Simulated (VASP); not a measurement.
Here is a VASP 6.6.1 calculation.

The input INCAR:

```
ALGO     = Normal         # electronic algorithm
EDIFF    = 1E-6           # SCF threshold, eV
ENCUT    = 520            # plane-wave cutoff, eV
GGA      = PE             # functional
ISIF     = 2              # what is computed and relaxed
ISMEAR   = -1             # smearing method
LASPH    = True           # aspherical terms in the spheres
LCHARG   = True           # write CHGCAR
LELF     = True           # ELF
LREAL    = False          # projectors in reciprocal space
LVHAR    = True         
LWAVE    = False          # write WAVECAR
NBANDS   = 22             # bands
NELM     = 80             # most SCF steps
PREC     = Accurate       # precision mode
SIGMA    = 0.06122561905347299 # smearing width, eV
```

File KPOINTS:

```
k-points
0
Gamma
  17 17 17
```

Contents of POSCAR:

```
Rh
1.0
    0.0000000000      2.7198917200      2.7198917200
    2.7198917200      0.0000000000      2.7198917200
    2.7198917200      2.7198917200      0.0000000000
Rh
2
Direct
    0.0000000000      0.0000000000      0.0000000000
    0.2500000000      0.2500000000      0.2500000000
```

Potentials or basis: VASP PAW PBE potentials, release 64 (Rh_pv).

Launch:

```console
$ cat potpaw_PBE.64/Rh_pv/POTCAR > POTCAR
$ mpirun -np 1 vasp_std > vasp.out
```

(1) What does it give for the band gap on the k mesh?

(2) Estimate the pressure.

Answers

(1) zero (bands 15 and 16 overlap by 1.30 eV).

(2) 5.9 GPa.

Caveat: the cell stands under pressure.
